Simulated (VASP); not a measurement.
# Si (Cmcm) in VASP: single point with PBEsol

Aim: the single point of Si with PBEsol.

Program: VASP 6.6.1. These are calculated values, not measurements. Logs are shortened: lines on timing, memory, paths and dates and some standing lists are left out, and cuts for length are marked.

### 1 The cell of the first run

It takes space group Cmcm (No. 63, orthorhombic). The conventional cell has a = 9.397 Å, b = 3.837 Å, c = 9.397 Å, α = 90.00°, β = 90.00°, γ = 90.00°. Within 3.0 Å of Si (site symmetry m) lie 4 Si at 2.29 to 2.40 Å. Within 3.1 Å of Si (site symmetry m) lie 4 Si at 2.34 to 2.40 Å.

### 2 Single point, PBEsol (atoms displaced along a vibrational mode)

File INCAR:

```
SYSTEM = Si
PREC = Accurate
ENCUT = 520
EDIFF = 1E-7
ISMEAR = 0
SIGMA = 0.03
LREAL = .FALSE.
LASPH = .TRUE.
NELM = 80
ALGO = Normal
ISIF = 2
LWAVE = .FALSE.
LCHARG = .FALSE.
GGA = PS
NBANDS = 26
```

File KPOINTS:

```
regular mesh
0
G
  10 10 4
  0 0 0
```

File POSCAR:

```
Si
1.0
    0.0000000000      0.0000000000      3.8373624245
    3.3221878745     -3.3221878745     -1.9186812122
    6.6443757490      6.6443757490      0.0000000000
Si
8
Direct
   -0.0073687292      0.0000000000      0.1787304307
    0.5073687292      0.0000000000      0.6787304307
    0.5073687292      0.0000000000      0.3212695693
   -0.0073687292      0.0000000000      0.8212695693
    0.7291229433      0.6425391386      0.0000000000
    0.4134161953      0.6425391386      0.5000000000
    0.0865838047      0.3574608614      0.0000000000
    0.7708770567      0.3574608614      0.5000000000
```

Potentials or basis: VASP PAW PBE potentials, release 64 (Si).

Command:

```
$ cat potpaw_PBE.64/Si/POTCAR > POTCAR
$ mpirun -np 1 vasp_std > vasp.out
```

OUTCAR:

```text
SYSTEM = Si
   PREC = Accurate
   ENCUT = 520
   EDIFF = 1E-7
   ISMEAR = 0
   LREAL = .FALSE.
   LASPH = .TRUE.
   NELM = 80
   ISIF = 2
   GGA = PS

 ion  position               nearest neighbor table
   1  0.993  0.000  0.179-   3 2.29   3 2.39   7 2.40   5 2.40
   2  0.507  0.000  0.679-   4 2.29   4 2.39   6 2.40   8 2.40
   3  0.507  0.000  0.321-   1 2.29   1 2.39   6 2.40   8 2.40
   4  0.993  0.000  0.821-   2 2.29   2 2.39   7 2.40   5 2.40
   5  0.729  0.643  0.000-   7 2.34   7 2.34   1 2.40   4 2.40
   6  0.413  0.643  0.500-   8 2.34   8 2.34   2 2.40   3 2.40
   7  0.087  0.357  0.000-   5 2.34   5 2.34   4 2.40   1 2.40
   8  0.771  0.357  0.500-   6 2.34   6 2.34   3 2.40   2 2.40

  LATTYP: Found a base centered orthorhombic cell.
 ALAT       =     3.8373624245
 B/A-ratio  =     2.4487044116
 C/A-ratio  =     2.4487044116

  Lattice vectors:

 A1 = (  -3.3221878745,   3.3221878745,   1.9186812122)
 A2 = (   3.3221878745,  -3.3221878745,   1.9186812123)
 A3 = (   6.6443757490,   6.6443757490,   0.0000000000)

Analysis of symmetry for initial positions (statically):
=====================================================================
 Subroutine PRICEL returns:
 Original cell was already a primitive cell.

 Routine SETGRP: Setting up the symmetry group for a
 base centered orthorhombic supercell.

 Subroutine GETGRP returns: Found  8 space group operations
 (whereof  4 operations were pure point group operations)
 out of a pool of  8 trial point group operations.

The static configuration has the point symmetry C_2v.
 The point group associated with its full space group is D_2h.

Analysis of symmetry for dynamics (positions and initial velocities):
=====================================================================
 Subroutine PRICEL returns:
 Original cell was already a primitive cell.

 Routine SETGRP: Setting up the symmetry group for a
 base centered orthorhombic supercell.

 Subroutine GETGRP returns: Found  8 space group operations
 (whereof  4 operations were pure point group operations)
 out of a pool of  8 trial point group operations.

The dynamic configuration has the point symmetry C_2v.
 The point group associated with its full space group is D_2h.

 Subroutine INISYM returns: Found  8 space group operations
 (whereof  4 operations are pure point group operations),
 and found     1 'primitive' translations

----------------------------------------------------------------------------------------

                                     Primitive cell

  volume of cell :     169.4108

  direct lattice vectors                    reciprocal lattice vectors
     0.000000000  0.000000000  3.837362425     0.075251614 -0.075251614  0.260595662
     3.322187874 -3.322187874 -1.918681212     0.150503228 -0.150503228  0.000000000
     6.644375749  6.644375749  0.000000000     0.075251614  0.075251614  0.000000000

  length of vectors
     3.837362425  5.074958339  9.396566298     0.281488383  0.212843707  0.106421853

  position of ions in fractional coordinates (direct lattice)
     0.992631271  0.000000000  0.178730431
     0.507368729  0.000000000  0.678730431
     0.507368729  0.000000000  0.321269569
     0.992631271  0.000000000  0.821269569
     0.729122943  0.642539139  0.000000000
     0.413416195  0.642539139  0.500000000
     0.086583805  0.357460861  0.000000000
     0.770877057  0.357460861  0.500000000

  ion indices of the primitive-cell ions
   primitive index   ion index
                 1           1
                 2           2
                 3           3
                 4           4
                 5           5
                 6           6
                 7           7
                 8           8

----------------------------------------------------------------------------------------

 KPOINTS: regular mesh

Automatic generation of k-mesh.
 Grid dimensions read from file:
 generate k-points for:   10   10    4

 Generating k-lattice:

  Cartesian coordinates                     Fractional coordinates (reciprocal lattice)
     0.007525161 -0.007525161  0.026059566     0.100000000  0.000000000  0.000000000
     0.015050323 -0.015050323  0.000000000     0.000000000  0.100000000  0.000000000
     0.018812904  0.018812904  0.000000000     0.000000000  0.000000000  0.250000000

  Length of vectors
     0.028148838  0.021284371  0.026605463

  Shift w.r.t. Gamma in fractional coordinates (k-lattice)
     0.000000000  0.000000000  0.000000000

 Subroutine IBZKPT returns following result:
 ===========================================

 Found     93 irreducible k-points:

 Following reciprocal coordinates:
            Coordinates               Weight
  0.000000  0.000000  0.000000      1.000000
  0.100000  0.000000  0.000000      4.000000
  0.200000  0.000000  0.000000      4.000000
  0.300000  0.000000  0.000000      4.000000
  0.400000  0.000000  0.000000      4.000000
  0.500000  0.000000  0.000000      2.000000
[... 16 lines left out ...]
  0.000000  0.300000  0.000000      2.000000
  0.100000  0.300000  0.000000      4.000000
 [... further k-points ...]
   k-points           NKPTS =     93   k-points in BZ     NKDIM =     93   number of bands    NBANDS=     26
   number of dos      NEDOS =    301   number of ions     NIONS =      8
   total plane-waves  NPLWV =  84000
   dimension x,y,z NGX =    30 NGY =   40 NGZ =   70
   dimension x,y,z NGXF=    60 NGYF=   80 NGZF=  140
   ions per type =               8
   NGX,Y,Z   is equivalent  to a cutoff of  13.00, 13.10, 12.38 a.u.
   NGXF,Y,Z  is equivalent  to a cutoff of  25.99, 26.21, 24.77 a.u.
 SYSTEM =  Si
   PREC   = accura    normal or accurate (medium, high low for compatibility)
   ISTART =      0    job   : 0-new  1-cont  2-samecut
   ICHARG =      2    charge: 1-file 2-atom 10-const
   ISPIN  =      1    spin polarized calculation?
   LNONCOLLINEAR =      F non collinear calculations
   LSORBIT =      F    spin-orbit coupling
   LASPH  =      T    aspherical Exc in radial PAW
   ENCUT  =  520.0 eV  38.22 Ry    6.18 a.u.   7.13  9.44 17.47*2*pi/ulx,y,z
   NELM   =     80;   NELMIN=  2; NELMDL= -5     # of ELM steps
   EDIFF  = 0.1E-06   stopping-criterion for ELM
   LREAL  =      F    real-space projection
   EDIFFG = 0.1E-05   stopping-criterion for IOM
   NSW    =      0    number of steps for IOM
   IBRION =     -1    ionic relax: 0-MD 1-quasi-New 2-CG
   NFREE  =      0    steps in history (QN), initial steepest desc. (CG)
   ISIF   =      2    stress and relaxation
   ISYM   =      2    0-nonsym 1-usesym 2-fastsym
   POTIM  = 0.5000    time-step for ionic-motion
   TEBEG  =    0.0;   TEEND  =   0.0 temperature during run
   PSTRESS=    0.0 pullay stress
   NELECT =      32.0000    total number of electrons
   NUPDOWN=      -1.0000    fix difference up-down
   EMIN   =  10.00;   EMAX   =-10.00  energy-range for DOS
   EFERMI =   0.00;   METHOD = LEGACY
   ISMEAR =     0;   SIGMA  =   0.03  broadening in eV -4-tet -1-fermi 0-gaus
   EFERMI_NEDOS =   21; number of points for ismear=-14 and -15
   IALGO  =     38    algorithm
   IMIX   =      4    mixing-type and parameters
     AMIX     =   0.40;   BMIX     =  1.00
     AMIX_MAG =   1.60;   BMIX_MAG =  1.00
  volume/ion in A,a.u.               =      21.18       142.91
  Fermi-wavevector in a.u.,A,eV,Ry     =   0.939315  1.775047 12.004584  0.882312
  Thomas-Fermi vector in A             =   2.066614
   LORBIT       =      0    0 simple, 1 ext, 2 COOP (PROOUT), +10 PAW based schemes
   GGA     = PS    functional components
   LHFCALC =     F    Hartree Fock is set to
   AEXX    =    0.0000 exact exchange contribution
   IVDW    =     0    specifies the selected vdW correction
   LEPSILON=     F    determine dielectric tensor
   LRPA    =     F    only Hartree local field effects (RPA)
 non-spin polarized calculation
 Gauss-broadening in eV      SIGMA  =   0.03
  energy-cutoff  :      520.00
  volume of cell :      169.41
 maximum number of plane-waves:      4613
 NGX is ok and might be reduce to    30
   NGX = 15   NGY = 19   NGZ = 35

 number of electron      32.0000001 magnetization

 Free energy of the ion-electron system (eV)
  ---------------------------------------------------
  ext. energy  EPLUGINS =         0.00000000
  ---------------------------------------------------
  free energy    TOTEN  =       -44.70410587 eV

  energy without entropy =      -44.70382516  energy(sigma->0) =      -44.70396552

 E-fermi :   5.4273     XC(G=0):  -9.2754

 val. band max:        5.4216061078   @ k =   0.5000   0.2000   0.0000
 cond. band min:       5.4674591505   @ k =   0.1000   0.4000   0.0000
 fundamental gap:      0.0458530427
 Fermi energy:         5.4273232960

 k-point     1 :       0.0000    0.0000    0.0000
  band No.  band energies     occupation
      1      -6.6346      2.00000
      2      -5.6074      2.00000
      3      -4.7068      2.00000
      4      -2.4144      2.00000
      5      -0.1016      2.00000
      6      -0.0840      2.00000
[... 18 lines left out ...]
     25       8.3919      0.00000
     26       9.4412      0.00000

 k-point     2 :       0.1000    0.0000    0.0000
  band No.  band energies     occupation
      1      -6.5363      2.00000
      2      -5.5169      2.00000
      3      -4.6094      2.00000
      4      -2.3819      2.00000
      5      -0.2649      2.00000
      6      -0.1022      2.00000
[... 18 lines left out ...]
     25       8.6828      0.00000
     26       9.0088      0.00000

 k-point     3 :       0.2000    0.0000    0.0000
  band No.  band energies     occupation
      1      -6.2460      2.00000
      2      -5.2547      2.00000
      3      -4.3195      2.00000
      4      -2.2855      2.00000
      5      -0.8865      2.00000
      6      -0.1983      2.00000
[... 18 lines left out ...]
     25       9.8356      0.00000
     26       9.8866      0.00000

 k-point     4 :       0.3000    0.0000    0.0000
  band No.  band energies     occupation
      1      -5.7814      2.00000
      2      -4.8611      2.00000
      3      -3.8445      2.00000
      4      -2.1569      2.00000
      5      -1.6384      2.00000
      6      -0.5976      2.00000
[... 18 lines left out ...]
     25      10.3380      0.00000
     26      10.5835      0.00000

 k-point     5 :       0.4000    0.0000    0.0000
  band No.  band energies     occupation
      1      -5.1962      2.00000
      2      -4.4834      2.00000
      3      -3.2041      2.00000
      4      -2.3819      2.00000
      5      -2.1406      2.00000
      6      -1.4241      2.00000
[... 18 lines left out ...]
     25       9.9239      0.00000
     26      10.1904      0.00000

 k-point     6 :       0.5000    0.0000    0.0000
  band No.  band energies     occupation
      1      -4.7598      2.00000
      2      -4.4471      2.00000
      3      -2.6056      2.00000
      4      -2.5634      2.00000
      5      -2.4192      2.00000
      6      -2.1182      2.00000
[... 427 lines left out ...]
 k-point    21 :       0.5000    0.2000    0.0000
  band No.  band energies     occupation
      1      -4.8021      2.00000
      2      -4.4019      2.00000
      3      -2.6247      2.00000
      4      -2.5041      2.00000
      5      -2.2662      2.00000
      6      -2.0880      2.00000
[... 18 lines left out ...]
     25      10.4889      0.00000
     26      10.7129      0.00000

 k-point    22 :      -0.4000    0.2000    0.0000
  band No.  band energies     occupation
      1      -5.3698      2.00000
      2      -4.6221      2.00000
      3      -3.2834      2.00000
      4      -1.6022      2.00000
      5      -1.4007      2.00000
      6      -1.3624      2.00000
[... 18 lines left out ...]
     25      10.6450      0.00000
     26      10.7429      0.00000

 k-point    23 :       0.0000    0.3000    0.0000
  band No.  band energies     occupation
      1      -6.1516      2.00000
      2      -5.0833      2.00000
      3      -4.5356      2.00000
      4      -3.8245      2.00000
      5      -2.5632      2.00000
      6       0.0287      2.00000
[... 18 lines left out ...]
     25       9.6032      0.00000
     26       9.6659      0.00000

 k-point    24 :       0.1000    0.3000    0.0000
  band No.  band energies     occupation
      1      -5.9106      2.00000
      2      -4.8271      2.00000
      3      -4.4047      2.00000
      4      -4.0444      2.00000
      5      -2.9194      2.00000
      6       0.0408      2.00000
[... 18 lines left out ...]
     25       9.6933      0.00000
     26       9.9821      0.00000

 [... further k-points ...]

------------------------ aborting loop because EDIFF is reached ----------------------------------------

  FORCE on cell =-STRESS in cart. coord.  units (eV):
  Direction    XX          YY          ZZ          XY          YZ          ZX
  --------------------------------------------------------------------------------------
  -------------------------------------------------------------------------------------
  Total       -0.8662243     -0.8662243     -0.5919506      0.1289550      0.0000000     -0.0000000
  in kB       -8.1921856     -8.1921856     -5.5982835      1.2195720      0.0000000     -0.0000000
  external PRESSURE =      -7.3275515 kB  Pullay stress =       0.0000000 kB

 VOLUME and BASIS-vectors are now :
 -----------------------------------------------------------------------------
  energy-cutoff  :      520.00
  volume of cell :      169.41
      direct lattice vectors                 reciprocal lattice vectors
     0.000000000  0.000000000  3.837362425     0.075251614 -0.075251614  0.260595662
     3.322187874 -3.322187874 -1.918681212     0.150503228 -0.150503228  0.000000000
     6.644375749  6.644375749  0.000000000     0.075251614  0.075251614  0.000000000

 POSITION                                       TOTAL-FORCE (eV/Angst)
 -----------------------------------------------------------------------------------
      1.18755      1.18755      3.80909        -0.195468     -0.195468      0.049985
      4.50974      4.50974      1.94696        -0.195468     -0.195468     -0.049985
      2.13464      2.13464      1.94696         0.195468      0.195468     -0.049985
      5.45682      5.45682      3.80909         0.195468      0.195468      0.049985
      2.13464     -2.13464      1.56508         0.141631     -0.141631      0.542043
      5.45682      1.18755      0.35360         0.141631     -0.141631     -0.542043
      1.18755     -1.18755     -0.35360        -0.141631      0.141631      0.542043
      4.50974      2.13464      2.27228        -0.141631      0.141631     -0.542043
 -----------------------------------------------------------------------------------
    total drift:                               -0.000000     -0.000000     -0.000000

  FREE ENERGIE OF THE ION-ELECTRON SYSTEM (eV)
  ---------------------------------------------------
  free  energy   TOTEN  =       -44.7041058729 eV

  energy  without entropy=      -44.7038251643  energy(sigma->0) =      -44.70396552
```

Wall time 12 min (1 thread of Intel Xeon 8259CL, shared host); peak memory 0.45 GiB.

What came out:

```
Free energy            : -44.7041 eV
Pressure               : -0.7 GPa
Largest force          : 0.578 eV/Å
Band gap on the k mesh : zero (bands 16 and 17 overlap by 0.35 eV)
```

Forces in eV/Å, atoms in the order of the input:
```
Si  -0.195 -0.195  0.050
Si  -0.195 -0.195 -0.050
Si   0.195  0.195 -0.050
Si   0.195  0.195  0.050
Si   0.142 -0.142  0.542
Si   0.142 -0.142 -0.542
Si  -0.142  0.142  0.542
Si  -0.142  0.142 -0.542
```

Stress tensor (GPa, compression positive):
```
-0.82  0.12  0.00
 0.12 -0.82  0.00
 0.00  0.00 -0.56
```

Caveat: the cell differs from its parent crystal (atoms displaced along a vibrational mode); semilocal functionals underestimate gaps, and a narrow one can read as zero; the PAW data sets were made with another functional, which shifts forces and pressure a little.

The gap in the log of VASP goes by the Fermi energy; the results here count the filled bands.